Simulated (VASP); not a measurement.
# CuO: single point with PBEsol+U

CuO:

```xyz
4
Lattice="2.9004 -0.0147 -0.0034 0.0246 2.9003 -0.0034 0.0114 0.0112 5.1000" Properties=species:S:1:pos:R:3 pbc="T T T"
Cu    0.0123    1.4501   -0.0017
Cu    1.4559   -0.0017    2.5483
O     2.9077   -0.0051    3.8215
O     0.0286    2.9019    1.2716
```

| Item | Value |
| --- | --- |
| Program | VASP 6.6.1 |
| Task | single point |
| Functional | PBEsol |
| Potentials or basis | VASP PAW PBE potentials, release 64 (Cu, O) |
| Cutoff | 520 eV |
| k mesh | 9 × 9 × 5 |
| Occupations | fermi-dirac, width 0.05 eV |
| Spin | no spin polarisation |
| Hubbard terms | Cu d U = 2.0 eV |
| Dipole correction | no |
| Further INCAR settings | ALGO = Normal; EDIFF = 1e-07; NBANDS = 25 |

```yaml
Pressure: -1.6 GPa
Band_gap_on_the_k_mesh: zero (bands 17 and 18 overlap by 1.01 eV)
```

Stress tensor (GPa, compression positive):
```
-1.49 -0.02 -0.01
-0.02 -1.49 -0.01
-0.01 -0.01 -1.73
```

Levels at points of the mesh, in eV from the Fermi level:
| k point | band 15 | band 16 | band 17 | band 18 | band 19 | band 20 |
| --- | --- | --- | --- | --- | --- | --- |
| (0.00, 0.00, 0.00) | -2.46 | -2.26 | 0.72 | 0.73 | 1.54 | 6.22 |

Eigenvalues of the final occupation matrices:
```csv
site,spin,trace,eigenvalues
site 1 d,1,4.60,0.79 0.93 0.96 0.96 0.97
site 1 d,2,4.60,0.79 0.93 0.96 0.96 0.97
site 2 d,1,4.60,0.79 0.93 0.96 0.96 0.97
site 2 d,2,4.60,0.79 0.93 0.96 0.96 0.97
```

Run time: 3.3 min on 1 thread of Intel Xeon 8259CL, with other jobs on the host, peak memory 0.23 GiB.

Caveat: the PAW data sets were made with another functional, which shifts forces and pressure a little; U without spin polarisation on a metal has little footing.
